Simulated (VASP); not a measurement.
Ge, 2 atoms in the cell. The cell holds a slab with vacuum, 2 atoms: a = 4.051 Å, b = 4.051 Å, c = 28.000 Å, α = 90.00°, β = 90.00°, γ = 120.00°. 

- Program: VASP 6.6.1
- Task: single point
- Functional: PBE
- Potentials or basis: VASP PAW PBE potentials, release 64 (Ge_d)
- Cutoff: 520 eV
- k mesh: 12 × 12 × 1
- Occupations: gaussian, width 0.1 eV
- Spin: no spin polarisation
- Dipole correction: yes
- Further INCAR settings: ALGO = Normal; EDIFF = 1e-07; NBANDS = 21

Potentials or basis: VASP PAW PBE potentials, release 64 (Ge_d).

The run is started by

```sh
$ cat potpaw_PBE.64/Ge_d/POTCAR > POTCAR
$ mpirun -np 1 vasp_std > vasp.out
```

Hardware: 1 thread of Intel(R) Xeon(R) 6975P-C (Granite Rapids), with other jobs on the host.

Estimate the wall time of this run.

It took 2.5 min on 1 thread of Intel(R) Xeon(R) 6975P-C (Granite Rapids) (shared host), peak memory 0.51 GiB. Counts: scf iterations 23, k points 19.
